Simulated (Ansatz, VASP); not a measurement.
**SnSe2 in VASP and in Ansatz**

```
Sn Se
1.0
     3.81100    0.00000    0.00000
    -1.90550    3.30042    0.00000
     0.00000    0.00000    6.13600
Sn Se
1 2
Direct
  0.00000 0.00000 0.00000
  0.33333 0.66667 0.24900
  0.66667 0.33333 0.75100
```

Alike in both runs: task relaxation of cell and atoms; functional PBEsol; k mesh 6 × 6 × 4; no spin polarisation.

```csv
,VASP,Ansatz
version,VASP 6.6.1,Ansatz 0.2.0
potentials or method,"VASP PAW PBE potentials, release 64 (Sn_d, Se), cutoff 600 eV","plane waves, PAW"
occupations,"gaussian, width 0.01 eV",fixed
valence electrons in the cell,26,46
```

|  | VASP | Ansatz | Ansatz less VASP |
| --- | --- | --- | --- |
| relaxed volume (Å³/atom) | 25.94 | 25.90 | -0.041 |
| relaxed cell length with the largest relative difference (Å) | 6.147 | 6.140 | -0.0071 |

VASP's potentials were made for PBE, not for PBEsol. VASP's potentials hold 26 valence electrons a cell and Ansatz's 46, so a difference there can come from the potentials and not from the codes.
